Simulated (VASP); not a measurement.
# Zr3S (P6_322) in VASP: notebook, part 2 of 2

VASP 6.6.1. Earlier steps stand in the parts before.

### 3 Single point, PBEsol

This run uses another cell than the first one, of 21.07 Å³/atom.

Contents of INCAR:

```
ALGO = Normal
EDIFF = 1E-6
ENCUT = 520
GGA = PS
ISIF = 2
ISMEAR = 0
LASPH = True
LCHARG = False
LREAL = False
LWAVE = False
NBANDS = 52
NELM = 80
PREC = Accurate
SIGMA = 0.1
```

Contents of KPOINTS:

```
k-points
0
Gamma
  6 6 4
```

Contents of POSCAR:

```
Zr3S
1.0
    5.8429701281      0.0000000000      0.0000000000
   -2.9214850641      5.0601605645      0.0000000000
    0.0000000000      0.0000000000      5.7004239412
Zr S
6 2
Direct
    0.0000000000      0.6810541026      0.5000000000
    0.0000000000      0.3189458974      0.0000000000
    0.6810541026      0.6810541026      0.0000000000
    0.6810541026      0.0000000000      0.5000000000
    0.3189458974      0.3189458974      0.5000000000
    0.3189458974      0.0000000000      0.0000000000
    0.6666666667      0.3333333333      0.7500000000
    0.3333333333      0.6666666667      0.2500000000
```

Potentials or basis: VASP PAW PBE potentials, release 64 (Zr_sv, S).

Command:

```sh
> cat potpaw_PBE.64/Zr_sv/POTCAR potpaw_PBE.64/S/POTCAR > POTCAR
> mpirun -np 1 vasp_std > vasp.out
```

OUTCAR:

```text
EDIFF = 1E-6
   ENCUT = 520
   GGA = PS
   ISIF = 2
   ISMEAR = 0
   LASPH = True
   LREAL = False
   NELM = 80
   PREC = Accurate

 ion  position               nearest neighbor table
   1  0.000  0.681  0.500-   8 2.45   7 2.45   5 3.23   4 3.23   6 3.41   6 3.41   3 3.41   3 3.41
                             5 3.45   4 3.45   4 3.45   5 3.45   2 3.55   2 3.55
   2  0.000  0.319  0.000-   7 2.45   8 2.45   3 3.23   6 3.23   4 3.41   4 3.41   5 3.41   5 3.41
                             3 3.45   6 3.45   6 3.45   3 3.45   1 3.55   1 3.55
   3  0.681  0.681  0.000-   8 2.45   7 2.45   6 3.23   2 3.23   1 3.41   1 3.41   4 3.41   4 3.41
[... 1373 lines left out ...]
  Total        0.2207989      0.2207989      0.2853159     -0.0000000      0.0000000      0.0000000
  in kB        2.0989510      2.0989510      2.7122604     -0.0000000      0.0000000      0.0000000
  external PRESSURE =       2.3033875 kB  Pullay stress =       0.0000000 kB

 VOLUME and BASIS-vectors are now :
 -----------------------------------------------------------------------------
  energy-cutoff  :      520.00
  volume of cell :      168.54
      direct lattice vectors                 reciprocal lattice vectors
     5.842970128  0.000000000  0.000000000     0.171145835  0.098811094  0.000000000
    -2.921485064  5.060160565  0.000000000     0.000000000  0.197622188  0.000000000
     0.000000000  0.000000000  5.700423941     0.000000000  0.000000000  0.175425549

 POSITION                                       TOTAL-FORCE (eV/Angst)
 -----------------------------------------------------------------------------------
     -1.98969      3.44624      2.85021        -0.005847      0.010127     -0.000000
     -0.93180      1.61392      0.00000         0.005847     -0.010127      0.000000
      1.98969      3.44624      0.00000         0.005847      0.010127     -0.000000
      3.97938      0.00000      2.85021         0.011693      0.000000     -0.000000
      0.93180      1.61392      2.85021        -0.005847     -0.010127     -0.000000
      1.86359      0.00000      0.00000        -0.011693      0.000000     -0.000000
      2.92149      1.68672      4.27532         0.000000      0.000000     -0.000000
     -0.00000      3.37344      1.42511         0.000000      0.000000      0.000000
 -----------------------------------------------------------------------------------
    total drift:                               -0.000001      0.000000     -0.000000

  FREE ENERGIE OF THE ION-ELECTRON SYSTEM (eV)
  ---------------------------------------------------
  free  energy   TOTEN  =       -69.8712254609 eV

  energy  without entropy=      -69.8522797442  energy(sigma->0) =      -69.86175260
```

stdout:

```text
POSCAR found type information on POSCAR ZrS
 POSCAR found :  2 types and       8 ions
 scaLAPACK will be used
 -----------------------------------------------------------------------------
|                                                                             |
|                                                                             |
|     You enforced a specific xc type in the INCAR file but a different       |
|     I HOPE YOU KNOW WHAT YOU ARE DOING!                                     |
|                                                                             |
 -----------------------------------------------------------------------------

 LDA part: xc-table for (Slater+PW92), standard interpolation
 POSCAR, INCAR and KPOINTS ok, starting setup
 FFT: planning ... GRIDC
 FFT: planning ... GRID_SOFT
 FFT: planning ... GRID
 WAVECAR not read
 entering main loop
```

Wall time 1.7 min (1 thread of Intel Xeon 6975P-C (Granite Rapids), shared host); peak memory 0.36 GiB.

Results:

```yaml
Free_energy: -69.8712 eV
Pressure: 0.2 GPa
Largest_force: 0.012 eV/Å
```

Forces on the atoms (eV/Å):
```
Zr  -0.006  0.010  0.000
Zr   0.006 -0.010  0.000
Zr   0.006  0.010  0.000
Zr   0.012  0.000  0.000
Zr  -0.006 -0.010  0.000
Zr  -0.012  0.000  0.000
S    0.000  0.000  0.000
S    0.000  0.000  0.000
```

Caveat: the PAW data sets were made with another functional, which shifts forces and pressure a little.

### 4 Single point, PBEsol

This run uses another cell than the first one, of 21.07 Å³/atom.

Contents of INCAR:

```
SYSTEM = Zr3S
PREC = Accurate ; ENCUT = 520
EDIFF = 1E-6 ; ISMEAR = 0
SIGMA = 0.1 ; LREAL = .False.
LASPH = .True. ; NELM = 60
ALGO = Normal ; ISIF = 2
LWAVE = .False. ; LCHARG = .True.
GGA = PS ; LELF = .True.
LVHAR = .True. ; NBANDS = 52
```

Contents of KPOINTS:

```
regular mesh
0
Gamma
  6 6 6
  0 0 0
```

POSCAR is that of step 3.

Command:

```sh
> cat potpaw_PBE.64/Zr_sv/POTCAR potpaw_PBE.64/S/POTCAR > POTCAR
> mpirun -np 1 vasp_std > vasp.out
```

It took 2.3 min on 1 thread of Intel Xeon 6975P-C (Granite Rapids), shared host; peak memory 0.39 GiB.

Results (log left out):

```
Free energy            : -69.8879 eV
Pressure               : 0.2 GPa
Largest force          : 0.020 eV/Å
Band gap on the k mesh : zero (bands 42 and 43 overlap by 0.03 eV)
```

Forces on the atoms (eV/Å):
```
Zr  -0.010  0.017  0.000
Zr   0.010 -0.017  0.000
Zr   0.010  0.017  0.000
Zr   0.020  0.000  0.000
Zr  -0.010 -0.017  0.000
Zr  -0.020  0.000  0.000
S    0.000  0.000  0.000
S    0.000  0.000  0.000
```

Levels at points of the mesh, in eV from the Fermi level:
| k point | band 39 | band 40 | band 41 | band 42 | band 43 | band 44 | band 45 | band 46 |
| --- | --- | --- | --- | --- | --- | --- | --- | --- |
| (0.00, 0.00, 0.00) | -0.77 | -0.47 | -0.44 | 0.07 | 0.57 | 0.57 | 0.65 | 0.65 |
| (0.50, 0.00, 0.00) | -0.88 | -0.86 | -0.73 | -0.15 | 0.44 | 0.54 | 0.82 | 1.41 |
| (0.00, 0.00, 0.50) | -0.67 | -0.67 | -0.49 | -0.49 | 0.22 | 0.22 | 0.50 | 0.50 |
| (0.50, 0.00, 0.50) | -1.02 | -1.02 | -0.36 | -0.36 | 0.31 | 0.31 | 1.27 | 1.27 |

Caveat: the PAW data sets were made with another functional, which shifts forces and pressure a little.

### 5 The runs side by side

```csv
cell,k mesh,gap on the mesh (eV),pressure (GPa),largest force (eV/Å)
"a = 5.834, b = 5.834, c = 5.388 Å, angles 90.0, 90.0, 120.0°, 8 atoms, atomic positions A",6 × 6 × 4,none,13.5,1.65
"a = 5.843, b = 5.843, c = 5.700 Å, angles 90.0, 90.0, 120.0°, 8 atoms, atomic positions B",6 × 6 × 4,-,0.2,0.01
"a = 5.843, b = 5.843, c = 5.700 Å, angles 90.0, 90.0, 120.0°, 8 atoms, atomic positions B",6 × 6 × 6,none,0.2,0.02
```

Alike in all rows: task single point; level PBEsol; potentials or basis VASP PAW PBE potentials, release 64 (Zr_sv, S); no spin polarisation; cutoff (eV) 520; smearing gaussian 0.1 eV.

Caveats: the PAW data sets were made with another functional, which shifts forces and pressure a little; the cell stands under pressure (at least some runs).

Total energies depend on the potentials used, so only differences within one code and one set of settings carry meaning.
